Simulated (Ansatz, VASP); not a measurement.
# V: VASP beside Ansatz

File INCAR:

```
PREC = Accurate
ENCUT = 520
EDIFF = 1E-7
ISMEAR = -1
SIGMA = 0.1
LREAL = False
LASPH = True
NELM = 80
ALGO = Normal
ISIF = 2
LWAVE = False
LCHARG = False
GGA = PE
NBANDS = 12
```

Contents of KPOINTS:

```
Automatic mesh
0
Gamma
  18 18 18
```

Contents of POSCAR:

```
V
1.0
   -1.4201300880      1.4201300880      1.4201300880
    1.4201300880     -1.4201300880      1.4201300880
    1.4201300880      1.4201300880     -1.4201300880
V
1
Direct
    0.0000000000      0.0000000000      0.0000000000
```

Input for Ansatz:

```yaml
crystal:
  lattice:
    - [-1.420130088, 1.420130088, 1.420130088]
    - [1.420130088, -1.420130088, 1.420130088]
    - [1.420130088, 1.420130088, -1.420130088]
  atoms:
    - { symbol: V, position: [0.0, 0.0, 0.0] }
kpoints:
  mp_grid: { grid: [18, 18, 18] }
  band_path:
    path:
      - [0.0, 0.0, 0.0]
      - [0.5, -0.5, 0.5]
      - [0.0, 0.0, 0.5]
      - [0.0, 0.0, 0.0]
      - [0.25, 0.25, 0.25]
      - [0.5, -0.5, 0.5]
      - [0.25, 0.25, 0.25]
      - [0.0, 0.0, 0.5]
    npoints: 8
scf:
  occupations: { method: fermi_dirac, width: 0.1 }
hamiltonian:
  xc: pbe
  pseudopotentials: { kind: paw }
output:
  forces: true
  stress: true
  eigenvalues: true
  populations: true
  dos: { projected: true, de: 0.2, e_range: [-14, 8] }
  write_density: true
  write_potential: true
  elf: true
  volumetric_format: npy
```

Change from the starting cell: volume scaled by 0.85, PAW files.

Alike in both runs: task single point; functional PBE; k mesh 18 × 18 × 18; occupations fermi-dirac, width 0.1 eV; no spin polarisation.

|  | VASP | Ansatz |
| --- | --- | --- |
| version | VASP 6.6.1 | Ansatz 0.2.0 |
| potentials or method | VASP PAW PBE potentials, release 64 (V_sv) | PAW with Ansatz's default frozen-core files, scalar-relativistic |
| plane-wave cutoff (eV) | 520 | 420 |
| valence electrons in the cell | 13 | 13 |

|  | VASP | Ansatz | Ansatz less VASP |
| --- | --- | --- | --- |
| pressure (GPa) | 40.5 | 39.9 | -0.55 |

Both programs put the cell under a high pressure, so it lies far from rest at this level.
